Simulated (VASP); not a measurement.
Wanted: the native input for a VASP 6.6.1 run.

| Property | Result |
| --- | --- |
| Task | single point |
| Functional | LDA |
| Potentials or basis | VASP PAW LDA potentials, release 64 (Ga_d, P) |
| Cutoff | 520 eV |
| k mesh | 8 × 6 × 8 |
| Occupations | fermi-dirac, width 0.02 eV |
| Spin | no spin polarisation |
| Dipole correction | no |
| Further INCAR settings | ALGO = Normal; EDIFF = 1e-06; NBANDS = 26 |

The structure of GaP (zincblende type) lies in POSCAR:

```
GaP
1.0
   -2.6955371980      2.6955371980      0.0000000000
    0.0000000000      0.0000000000      5.3910743960
    2.6955371980      2.6955371980      0.0000000000
Ga P
2 2
Direct
    0.0000000000      0.0000000000      0.0000000000
    0.5000000000      0.5000000000      0.5000000000
    0.0000000000      0.2500000000      0.5000000000
    0.5000000000      0.7500000000      0.0000000000
```

One way to write it, as run:

INCAR

```
SYSTEM = GaP
  PREC = Accurate
  ENCUT = 520
  EDIFF = 1E-6
  ISMEAR = -1
  SIGMA = 0.02
  LREAL = .False.
  LASPH = .True.
  NELM = 60
  ALGO = Normal
  ISIF = 2
  LWAVE = .False.
  LCHARG = .False.
  GGA = CA
  NBANDS = 26
```

KPOINTS

```
Automatic mesh
0
Gamma
  8 6 8
  0 0 0
```

Potentials or basis: VASP PAW LDA potentials, release 64 (Ga_d, P).

The run is started by

```sh
$ cat potpaw_LDA.64/Ga_d/POTCAR potpaw_LDA.64/P/POTCAR > POTCAR
$ mpirun -np 1 vasp_std > vasp.out
```

It gave:

The pressure is 0.1 GPa. The band gap on the k mesh is 1.39 eV.

Run time: 55 s on 1 thread of Intel Xeon 6975P-C (shared host), peak memory 0.23 GiB.
